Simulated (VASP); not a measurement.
Write the native input for VASP 6.6.1 that does the following.

```
Task                   : single point
Functional             : LDA
Potentials or basis    : VASP PAW LDA potentials, release 64 (Ti_sv, O)
Cutoff                 : 520 eV
k mesh                 : 8 × 8 × 8
Occupations            : gaussian, width 0.01 eV
Spin                   : no spin polarisation
Dipole correction      : no
Further INCAR settings : ALGO = Normal; EDIFF = 1e-06; NBANDS = 33
```

The structure of TiO2 (Anatase) lies in POSCAR:

```
TiO2
1.0
   -1.8665279463      1.8665279463      4.6930042805
    1.8665279463     -1.8665279463      4.6930042805
    1.8665279463      1.8665279463     -4.6930042805
Ti O
2 4
Direct
    0.0000000000      0.0000000000      0.0000000000
    0.7500000000      0.2500000000      0.5000000000
    0.2081000000      0.2081000000      0.0000000000
    0.9581000000      0.4581000000      0.5000000000
    0.5419000000      0.0419000000      0.5000000000
    0.7919000000      0.7919000000      0.0000000000
```

These files were run (other wordings do the same):

INCAR

```
SYSTEM = TiO2
ALGO     = Normal         ! electronic algorithm
EDIFF    = 1E-6           ! SCF threshold, eV
ENCUT    = 520            ! plane-wave cutoff, eV
ISIF     = 2              ! what is computed and relaxed
ISMEAR   = 0              ! smearing method
LASPH    = .TRUE.         ! aspherical terms in the spheres
LCHARG   = .FALSE.        ! write CHGCAR
LREAL    = .FALSE.        ! projectors in reciprocal space
LWAVE    = .FALSE.        ! write WAVECAR
NBANDS   = 33             ! bands
NELM     = 100            ! most SCF steps
PREC     = Accurate       ! precision mode
SIGMA    = 0.01           ! smearing width, eV
```

KPOINTS

```
k-points
0
G
  8 8 8
  0 0 0
```

Potentials or basis: VASP PAW LDA potentials, release 64 (Ti_sv, O).

Command:

```console
$ cat potpaw_LDA.64/Ti_sv/POTCAR potpaw_LDA.64/O/POTCAR > POTCAR
$ mpirun -np 1 vasp_std > vasp.out
```

Results of the run:

```yaml
Pressure: 3.9 GPa
Largest_force: 0.166 eV/Å
Band_gap_on_the_k_mesh: 2.12 eV, indirect (least direct gap 2.42 eV)
```

Wall time 2.3 min on 1 thread of AMD EPYC 9R45 96-Core Processor (Zen 5), with other jobs on the host, peak memory 0.23 GiB.
